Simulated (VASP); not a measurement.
# SnO2 (P1) in VASP: further runs

SnO2 is run at these levels: LDA; tasks: single point.

Everything below comes from runs of VASP 6.6.1. Logs are shortened: lines on timing, memory, paths and dates and some standing lists are left out, and cuts for length are marked.

### 1 The cell of the first run

The typed cell holds 6 atoms: a = 4.788 Å, b = 4.867 Å, c = 3.241 Å, α = 90.00°, β = 90.00°, γ = 90.00°.

### 2 Single point, LDA (atoms moved at random)

Contents of INCAR:

```
SYSTEM = SnO2
  PREC = Accurate
  ENCUT = 520
  EDIFF = 1E-7
  ISMEAR = 0
  SIGMA = 0.05
  LREAL = .FALSE.
  LASPH = .TRUE.
  NELM = 80
  ALGO = Normal
  ISIF = 2
  LWAVE = .FALSE.
  LCHARG = .FALSE.
  NBANDS = 35
```

Contents of KPOINTS:

```
regular mesh
0
G
  6 6 8
  0 0 0
```

Contents of POSCAR:

```
SnO2
1.0
    4.7880040000      0.0000000000      0.0000000000
    0.0000000000      4.8665820000      0.0000000000
    0.0000000000      0.0000000000      3.2408980000
Sn O
2 4
Direct
    0.5109751007      0.5059255306      0.4979831440
    0.0325513817     -0.0022668930      0.1125546030
    0.2973592237      0.3641201638      0.1669969262
    0.8062782608      0.1858108074      0.3578806062
    0.2498546251      0.8076088276      0.5162771402
    0.6029814080      0.6388015637     -0.1516924197
```

Potentials or basis: VASP PAW LDA potentials, release 64 (Sn_d, O).

Command:

```sh
$ cat potpaw_LDA.64/Sn_d/POTCAR potpaw_LDA.64/O/POTCAR > POTCAR
$ mpirun -np 1 vasp_std > vasp.out
```

OUTCAR:

```text
SYSTEM = SnO2
   PREC = Accurate
   ENCUT = 520
   EDIFF = 1E-7
   ISMEAR = 0
   LREAL = .FALSE.
   LASPH = .TRUE.
   NELM = 80
   ISIF = 2

 ion  position               nearest neighbor table
   1  0.511  0.506  0.498-   6 1.38   3 1.63   5 1.93   4 2.15   6 2.25   3 2.49   2 3.54   2 3.60
                             2 3.68   2 3.73
   2  0.033  0.998  0.113-   4 1.63   5 1.91   3 2.19   5 2.38   4 2.83   6 2.83   1 3.54   1 3.60
                             1 3.68   1 3.73
   3  0.297  0.364  0.167-   1 1.63   2 2.19   1 2.49
   4  0.806  0.186  0.358-   2 1.63   1 2.15   2 2.83
   5  0.250  0.808  0.516-   2 1.91   1 1.93   2 2.38
   6  0.603  0.639  0.848-   1 1.38   1 2.25   2 2.83

 -----------------------------------------------------------------------------
|                                                                             |
|           W    W    AA    RRRRR   N    N  II  N    N   GGGG   !!!           |
|           W    W   A  A   R    R  NN   N  II  NN   N  G    G  !!!           |
|           W    W  A    A  R    R  N N  N  II  N N  N  G       !!!           |
|           W WW W  AAAAAA  RRRRR   N  N N  II  N  N N  G  GGG   !            |
|           WW  WW  A    A  R   R   N   NN  II  N   NN  G    G                |
|           W    W  A    A  R    R  N    N  II  N    N   GGGG   !!!           |
|                                                                             |
|     The distance between some ions is very small. Please check the          |
|     nearest-neighbor list in the OUTCAR file.                               |
|     I HOPE YOU KNOW WHAT YOU ARE DOING!                                     |
|                                                                             |
 -----------------------------------------------------------------------------

  LATTYP: Found a simple orthorhombic cell.
 ALAT       =     3.2408980000
 B/A-ratio  =     1.4773695439
 C/A-ratio  =     1.5016152930

  Lattice vectors:

 A1 = (   0.0000000000,   0.0000000000,   3.2408980000)
 A2 = (   4.7880040000,   0.0000000000,   0.0000000000)
 A3 = (   0.0000000000,   4.8665820000,   0.0000000000)

Analysis of symmetry for initial positions (statically):
=====================================================================
 Subroutine PRICEL returns:
 Original cell was already a primitive cell.

 Routine SETGRP: Setting up the symmetry group for a
 simple orthorhombic supercell.

 Subroutine GETGRP returns: Found  1 space group operations
 (whereof  1 operations were pure point group operations)
 out of a pool of  8 trial point group operations.

The static configuration has the point symmetry C_1 .

Analysis of symmetry for dynamics (positions and initial velocities):
=====================================================================
 Subroutine PRICEL returns:
 Original cell was already a primitive cell.

 Routine SETGRP: Setting up the symmetry group for a
 simple orthorhombic supercell.

 Subroutine GETGRP returns: Found  1 space group operations
 (whereof  1 operations were pure point group operations)
 out of a pool of  8 trial point group operations.

The dynamic configuration has the point symmetry C_1 .

 Subroutine INISYM returns: Found  1 space group operations
 (whereof  1 operations are pure point group operations),
 and found     1 'primitive' translations

----------------------------------------------------------------------------------------

                                     Primitive cell

  volume of cell :      75.5169

  direct lattice vectors                    reciprocal lattice vectors
     4.788004000  0.000000000  0.000000000     0.208855298  0.000000000  0.000000000
     0.000000000  4.866582000  0.000000000     0.000000000  0.205483027  0.000000000
     0.000000000  0.000000000  3.240898000     0.000000000  0.000000000  0.308556456

  length of vectors
     4.788004000  4.866582000  3.240898000     0.208855298  0.205483027  0.308556456

  position of ions in fractional coordinates (direct lattice)
     0.510975101  0.505925531  0.497983144
     0.032551382  0.997733107  0.112554603
     0.297359224  0.364120164  0.166996926
     0.806278261  0.185810807  0.357880606
     0.249854625  0.807608828  0.516277140
     0.602981408  0.638801564  0.848307580

  ion indices of the primitive-cell ions
   primitive index   ion index
                 1           1
                 2           2
                 3           3
                 4           4
                 5           5
                 6           6

----------------------------------------------------------------------------------------

 KPOINTS: regular mesh

Automatic generation of k-mesh.
 Grid dimensions read from file:
 generate k-points for:    6    6    8

 Generating k-lattice:

  Cartesian coordinates                     Fractional coordinates (reciprocal lattice)
     0.034809216  0.000000000  0.000000000     0.166666667  0.000000000  0.000000000
     0.000000000  0.034247171  0.000000000     0.000000000  0.166666667  0.000000000
     0.000000000  0.000000000  0.038569557     0.000000000  0.000000000  0.125000000

  Length of vectors
     0.034809216  0.034247171  0.038569557

  Shift w.r.t. Gamma in fractional coordinates (k-lattice)
     0.000000000  0.000000000  0.000000000

 Subroutine IBZKPT returns following result:
 ===========================================

 Found    148 irreducible k-points:

 Following reciprocal coordinates:
            Coordinates               Weight
  0.000000  0.000000  0.000000      1.000000
  0.166667  0.000000  0.000000      2.000000
  0.333333  0.000000  0.000000      2.000000
  0.500000  0.000000  0.000000      1.000000
  0.000000  0.166667  0.000000      2.000000
  0.166667  0.166667  0.000000      2.000000
[... 16 lines left out ...]
 -0.166667  0.000000  0.125000      2.000000
  0.333333  0.000000  0.125000      2.000000
 [... further k-points ...]
   k-points           NKPTS =    148   k-points in BZ     NKDIM =    148   number of bands    NBANDS=     35
   number of dos      NEDOS =    301   number of ions     NIONS =      6
   total plane-waves  NPLWV =  31104
   dimension x,y,z NGX =    36 NGY =   36 NGZ =   24
   dimension x,y,z NGXF=    72 NGYF=   72 NGZF=   48
   ions per type =               2   4
   NGX,Y,Z   is equivalent  to a cutoff of  12.50, 12.30, 12.31 a.u.
   NGXF,Y,Z  is equivalent  to a cutoff of  25.00, 24.60, 24.62 a.u.
 SYSTEM =  SnO2
   PREC   = accura    normal or accurate (medium, high low for compatibility)
   ISTART =      0    job   : 0-new  1-cont  2-samecut
   ICHARG =      2    charge: 1-file 2-atom 10-const
   ISPIN  =      1    spin polarized calculation?
   LNONCOLLINEAR =      F non collinear calculations
   LSORBIT =      F    spin-orbit coupling
   LASPH  =      T    aspherical Exc in radial PAW
   ENCUT  =  520.0 eV  38.22 Ry    6.18 a.u.   8.90  9.05  6.03*2*pi/ulx,y,z
   NELM   =     80;   NELMIN=  2; NELMDL= -5     # of ELM steps
   EDIFF  = 0.1E-06   stopping-criterion for ELM
   LREAL  =      F    real-space projection
   EDIFFG = 0.1E-05   stopping-criterion for IOM
   NSW    =      0    number of steps for IOM
   IBRION =     -1    ionic relax: 0-MD 1-quasi-New 2-CG
   NFREE  =      0    steps in history (QN), initial steepest desc. (CG)
   ISIF   =      2    stress and relaxation
   ISYM   =      2    0-nonsym 1-usesym 2-fastsym
   POTIM  = 0.5000    time-step for ionic-motion
   TEBEG  =    0.0;   TEEND  =   0.0 temperature during run
   PSTRESS=    0.0 pullay stress
   NELECT =      52.0000    total number of electrons
   NUPDOWN=      -1.0000    fix difference up-down
   EMIN   =  10.00;   EMAX   =-10.00  energy-range for DOS
   EFERMI =   0.00;   METHOD = LEGACY
   ISMEAR =     0;   SIGMA  =   0.05  broadening in eV -4-tet -1-fermi 0-gaus
   EFERMI_NEDOS =   21; number of points for ismear=-14 and -15
   IALGO  =     38    algorithm
   IMIX   =      4    mixing-type and parameters
     AMIX     =   0.40;   BMIX     =  1.00
     AMIX_MAG =   1.60;   BMIX_MAG =  1.00
  volume/ion in A,a.u.               =      12.59        84.94
  Fermi-wavevector in a.u.,A,eV,Ry     =   1.445644  2.731871 28.434627  2.089886
  Thomas-Fermi vector in A             =   2.563802
   LORBIT       =      0    0 simple, 1 ext, 2 COOP (PROOUT), +10 PAW based schemes
   GGA     = CA    functional components
   LHFCALC =     F    Hartree Fock is set to
   AEXX    =    0.0000 exact exchange contribution
   IVDW    =     0    specifies the selected vdW correction
   LEPSILON=     F    determine dielectric tensor
   LRPA    =     F    only Hartree local field effects (RPA)
 non-spin polarized calculation
 Gauss-broadening in eV      SIGMA  =   0.05
  energy-cutoff  :      520.00
  volume of cell :       75.52
 maximum number of plane-waves:      2064
   NGX = 17   NGY = 19   NGZ = 13

 number of electron      51.9999989 magnetization

 Free energy of the ion-electron system (eV)
  ---------------------------------------------------
  ext. energy  EPLUGINS =         0.00000000
  ---------------------------------------------------
  free energy    TOTEN  =       -25.68747055 eV

  energy without entropy =      -25.68747055  energy(sigma->0) =      -25.68747055

 E-fermi :   5.8039     XC(G=0): -11.2888

 val. band max:        5.6035937499   @ k =   0.0000   0.5000   0.5000
 cond. band min:       6.0040870651   @ k =   0.0000   0.0000   0.0000
 fundamental gap:      0.4004933151
 Fermi energy:         5.8039280693

 k-point     1 :       0.0000    0.0000    0.0000
  band No.  band energies     occupation
      1     -19.8386      2.00000
      2     -16.9351      2.00000
      3     -15.6912      2.00000
      4     -15.3112      2.00000
      5     -15.2245      2.00000
      6     -15.0690      2.00000
[... 27 lines left out ...]
     34      17.3480      0.00000
     35      18.1395      0.00000

 k-point     2 :       0.1667    0.0000    0.0000
  band No.  band energies     occupation
      1     -19.8381      2.00000
      2     -16.9347      2.00000
      3     -15.6889      2.00000
      4     -15.3135      2.00000
      5     -15.2213      2.00000
      6     -15.0681      2.00000
[... 27 lines left out ...]
     34      17.4043      0.00000
     35      18.2642      0.00000

 k-point     3 :       0.3333    0.0000    0.0000
  band No.  band energies     occupation
      1     -19.8368      2.00000
      2     -16.9339      2.00000
      3     -15.6843      2.00000
      4     -15.3168      2.00000
      5     -15.2159      2.00000
      6     -15.0666      2.00000
[... 27 lines left out ...]
     34      17.4882      0.00000
     35      18.4604      0.00000

 k-point     4 :       0.5000    0.0000    0.0000
  band No.  band energies     occupation
      1     -19.8361      2.00000
      2     -16.9335      2.00000
      3     -15.6821      2.00000
      4     -15.3180      2.00000
      5     -15.2138      2.00000
      6     -15.0659      2.00000
[... 27 lines left out ...]
     34      17.5963      0.00000
     35      18.5504      0.00000

 k-point     5 :       0.0000    0.1667    0.0000
  band No.  band energies     occupation
      1     -19.8382      2.00000
      2     -16.9342      2.00000
      3     -15.6853      2.00000
      4     -15.3199      2.00000
      5     -15.2220      2.00000
      6     -15.0688      2.00000
[... 638 lines left out ...]
 k-point    22 :       0.1667    0.0000    0.1250
  band No.  band energies     occupation
      1     -19.7968      2.00000
      2     -16.9519      2.00000
      3     -15.6840      2.00000
      4     -15.3300      2.00000
      5     -15.1930      2.00000
      6     -15.0764      2.00000
[... 27 lines left out ...]
     34      16.9874      0.00000
     35      18.0311      0.00000

 k-point    23 :      -0.1667    0.0000    0.1250
  band No.  band energies     occupation
      1     -19.7982      2.00000
      2     -16.9423      2.00000
      3     -15.6931      2.00000
      4     -15.3252      2.00000
      5     -15.2010      2.00000
      6     -15.0746      2.00000
[... 27 lines left out ...]
     34      17.4397      0.00000
     35      17.9904      0.00000

 k-point    24 :       0.3333    0.0000    0.1250
  band No.  band energies     occupation
      1     -19.7959      2.00000
      2     -16.9540      2.00000
      3     -15.6766      2.00000
      4     -15.3329      2.00000
      5     -15.1889      2.00000
      6     -15.0750      2.00000
[... 27 lines left out ...]
     34      17.4427      0.00000
     35      18.0286      0.00000

 [... further k-points ...]
[... 5 lines left out ...]
  --------------------------------------------------------------------------------------
  -------------------------------------------------------------------------------------
  Total       32.2001796     29.3768299     54.5234460      1.8822097     29.7775994     19.1096019
  in kB      683.1639859    623.2633622   1156.7778549     39.9332525    631.7661491    405.4322659
  external PRESSURE =     821.0684010 kB  Pullay stress =       0.0000000 kB

 VOLUME and BASIS-vectors are now :
 -----------------------------------------------------------------------------
  energy-cutoff  :      520.00
  volume of cell :       75.52
      direct lattice vectors                 reciprocal lattice vectors
     4.788004000  0.000000000  0.000000000     0.208855298  0.000000000  0.000000000
     0.000000000  4.866582000  0.000000000     0.000000000  0.205483027  0.000000000
     0.000000000  0.000000000  3.240898000     0.000000000  0.000000000  0.308556456

 POSITION                                       TOTAL-FORCE (eV/Angst)
 -----------------------------------------------------------------------------------
      2.44655      2.46213      1.61391        -6.170008    -18.470993    -28.928727
      0.15586      4.85555      0.36478         9.281686     -5.677521     -8.812296
      1.42376      1.77202      0.54122        -9.144192     -8.152333     -8.796951
      3.86046      0.90426      1.15985        -8.829700      6.304678      7.144231
      1.19630      3.93029      1.67320        -4.389025      3.886637      1.533367
      2.88708      3.10878      2.74928        19.251239     22.109532     37.860377
 -----------------------------------------------------------------------------------
    total drift:                                0.000504      0.001248     -0.000505

  FREE ENERGIE OF THE ION-ELECTRON SYSTEM (eV)
  ---------------------------------------------------
  free  energy   TOTEN  =       -25.6874705455 eV

  energy  without entropy=      -25.6874705455  energy(sigma->0) =      -25.68747055
```

Wall time 2.9 min (1 thread of AMD EPYC 9R45 (Zen 5), shared host); peak memory 0.35 GiB.

What came out:

* Free energy: -25.6875 eV
* Pressure: 82.1 GPa
* Largest force: 47.884 eV/Å
* Band gap on the k mesh: 0.40 eV (least direct gap 0.55 eV)

Forces in eV/Å, atoms in the order of the input:
```
Sn   -6.170 -18.471 -28.929
Sn    9.282  -5.678  -8.812
O    -9.144  -8.152  -8.797
O    -8.830   6.305   7.144
O    -4.389   3.887   1.533
O    19.251  22.110  37.860
```

Stress tensor (GPa, compression positive):
```
 68.32   3.99  40.54
  3.99  62.33  63.18
 40.54  63.18 115.68
```

Caveat: the cell differs from its parent crystal (atoms moved at random); atoms lie so close that the PAW spheres overlap strongly, which falsifies energies and pressures; the stress differs along the axes, from 62 to 116 GPa; semilocal functionals underestimate gaps, and a narrow one can read as zero; spin-orbit coupling is left out, which moves the levels of the heavy elements; forces of over 1 eV/Å act on the atoms, so gaps and moduli don't describe the material at rest. A k mesh can miss the band edges.

(Part 1 of 2 ends here.)
